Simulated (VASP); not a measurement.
## SrTl: single point with LDA

Crystal: SrTl.

```xyz
2
Lattice="4.0320 0.0000 0.0000 0.0000 4.0320 0.0000 0.0000 0.0000 4.0320" Properties=species:S:1:pos:R:3 pbc="T T T"
Sr    0.0000    0.0000    0.0000
Tl    2.0160    2.0160    2.0160
```

```json
{
  "Program": "VASP 6.6.1",
  "Task": "single point",
  "Functional": "LDA",
  "Potentials or basis": "VASP PAW LDA potentials, release 64 (Sr_sv, Tl_d)",
  "Cutoff": "520 eV",
  "k mesh": "5 × 5 × 5",
  "Occupations": "gaussian, width 0.1 eV",
  "Spin": "no spin polarisation"
}
```

```json
{"Pressure": "-1.1 GPa"}
```

Levels at points of the mesh, in eV from the Fermi level:
```tsv
k point	band 7	band 8	band 9	band 10	band 11	band 12	band 13	band 14	band 15	band 16
(0.00, 0.00, 0.00)	-11.49	-11.49	-11.49	-8.08	1.05	1.05	2.70	2.70	2.70	4.19
```

Run time: 14 s on 1 thread of Intel(R) Xeon(R) Platinum 8488C (Sapphire Rapids) (shared host), peak memory 0.15 GiB.

Caveat: spin-orbit coupling is left out, which moves the levels of the heavy elements.
